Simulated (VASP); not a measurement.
ScSbTe4:

```
Sc Sb Te
1.0
     4.76932    0.00000    0.00000
     0.00000    4.76932    0.00000
     0.00000    0.00000    6.86355
Sc Sb Te
1 1 4
Direct
  0.50000 0.50000 0.50000
  0.00000 0.00000 0.00000
  0.50000 0.00000 0.73275
  0.00000 0.50000 0.26725
  0.50000 0.00000 0.26725
  0.00000 0.50000 0.73275
```

The cell was built from a structure type or drawn by symmetry, and may not be a known phase.

* Program: VASP 6.6.1
* Task: relaxation of cell and atoms
* Functional: PBE
* Potentials or basis: VASP PAW PBE potentials, release 64 (Sc_sv, Sb, Te)
* Cutoff: 600 eV
* k mesh: 4 × 4 × 4
* Occupations: gaussian, width 0.1 eV
* Spin: no spin polarisation

At the start: pressure 15.0 GPa; volume 26.02 Å³/atom.

Q: How do energy, volume and symmetry change on relaxing?

A: Over 6 steps the energy falls by 231.0 meV/atom and the volume is 31.77 Å³/atom (+22.1 %); space group P4/mmm (No. 123, to 0.1 Å) before and after.

The path:
```csv
step,energy change (eV),largest force (eV/Å),pressure (GPa),volume (Å³)
1,0.0000,0.1258,15.01,156.12
2,-0.9412,0.1242,-4.73,217.92
3,-1.3855,0.0441,-0.03,191.28
4,-1.3852,0.0409,0.16,190.53
5,-1.3855,0.0315,0.17,190.56
6,-1.3859,0.0011,0.16,190.62
```

Final structure:
```
CELL_PARAMETERS angstrom
5.08190 0.00000 0.00000
0.00000 5.08190 0.00000
0.00000 0.00000 7.38098
ATOMIC_POSITIONS crystal
Sc 0.50000 0.50000 0.50000
Sb 0.00000 0.00000 0.00000
Te 0.50000 0.00000 0.73228
Te 0.00000 0.50000 0.26772
Te 0.50000 0.00000 0.26772
Te 0.00000 0.50000 0.73228
```

Caveat: the volume moved by over 15 % at a fixed basis, so the end points are rough.
